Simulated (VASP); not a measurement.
# C: single point with PBEsol

The system is C.

```
C
1.0
     2.46125    0.00000    0.00000
    -1.23062    2.13150    0.00000
     0.00000    0.00000    4.16251
C
4
Direct
  0.33333 0.66667 0.00006
  0.66667 0.33333 0.50006
  0.33333 0.66667 0.37394
  0.66667 0.33333 0.87394
```

```json
{"Program": "VASP 6.6.1", "Task": "single point", "Functional": "PBEsol", "Potentials or basis": "VASP PAW PBE potentials, release 64 (C)", "Cutoff": "520 eV", "k mesh": "9 × 9 × 6", "Occupations": "gaussian, width 0.01 eV", "Spin": "no spin polarisation", "Dipole correction": "no", "Further INCAR settings": "ALGO = Normal; EDIFF = 1e-06; NBANDS = 16"}
```

```
Pressure               : 15.5 GPa
Largest force          : 0.012 eV/Å
Band gap on the k mesh : 2.87 eV (least direct gap 4.95 eV)
```

Forces on the atoms (eV/Å):
```
C    0.000  0.000  0.012
C    0.000  0.000  0.012
C    0.000  0.000 -0.012
C    0.000  0.000 -0.012
```

Stress tensor (GPa, compression positive):
```
22.63  0.00  0.00
 0.00 22.63  0.00
 0.00  0.00  1.16
```

Levels at points of the mesh, in eV from the valence-band top:
```csv
k point,band 5,band 6,band 7,band 8,band 9,band 10,band 11,band 12
"(0.00, 0.00, 0.00)",-3.06,-0.59,0.00,0.00,4.95,5.14,5.14,9.00
"(0.00, 0.00, 0.50)",-1.83,-1.83,-1.83,-1.83,7.42,7.42,7.42,7.42
```

Wall time 15 s on 1 thread of AMD EPYC 7R43 64-Core Processor (Zen 3), with other jobs on the host, peak memory 0.09 GiB.

Caveat: the stress differs along the axes, from 1 to 23 GPa; the PAW data sets were made with another functional, which shifts forces and pressure a little. A k mesh can miss the band edges.
